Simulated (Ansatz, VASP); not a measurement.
# In7O: VASP beside Ansatz

```
In O
1.0
     3.35002    0.00000    0.00000
    -1.67501    2.90121    0.00000
     0.00000    0.00000   20.29065
In O
7 1
Direct
  0.33333 0.66667 0.07574
  0.66667 0.33333 0.92426
  0.66667 0.33333 0.63718
  0.00000 0.00000 0.50000
  0.33333 0.66667 0.36282
  0.66667 0.33333 0.22103
  0.33333 0.66667 0.77897
  0.00000 0.00000 0.00000
```

Alike in both runs: functional PBE; k mesh 12 × 12 × 2; occupations gaussian, width 0.1 eV; no spin polarisation.

Ansatz relaxed the structure, and its values are those at the end. VASP's run is a single point on that final structure, the one shown.

|  | VASP | Ansatz |
| --- | --- | --- |
| version | VASP 6.6.1 | Ansatz 0.2.0 |
| potentials or method | VASP PAW PBE potentials, release 64 (In_d, O), cutoff 600 eV | scalar-relativistic, plane waves, PAW |
| valence electrons in the cell | 97 | 97 |

```tsv
	VASP	Ansatz	Ansatz less VASP
gap on the k mesh at the Fermi level (eV)	none	none	-
pressure (GPa)	0.0	0.0	-0.02
rms of the force components (eV/Å)	0.005	0.000	-0.0052
```

A gap of «none» marks a metal or a gap that the smearing closes.
